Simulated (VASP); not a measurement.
Runs of VASP 6.6.1 on Mg. The structure is that of space group Pm-3m (No. 221), or close to it. The cells are those of the table. 

| cell | gap on the mesh (eV) | pressure (GPa) |
| --- | --- | --- |
| a = 2.521 Å, 1 atom | none | 34.7 |
| a = 2.400 Å, 1 atom | none | (a) |
| a = 2.282 Å, 1 atom | none | 92.7 |
| a = 2.897 Å, 1 atom | none | (b) |
| a = 2.783 Å, 1 atom | none | 9.0 |

Alike in all rows: task single point; level PBE; potentials or basis VASP PAW PBE potentials, release 64 (Mg); no spin polarisation; k mesh 13 × 13 × 13; cutoff (eV) 520; smearing fermi-dirac 0.1 eV.

Question: Fill in the values left out.

Answer: (a) 58.0; (b) 3.6.

A gap of «none» marks levels without a gap at the run's occupations.
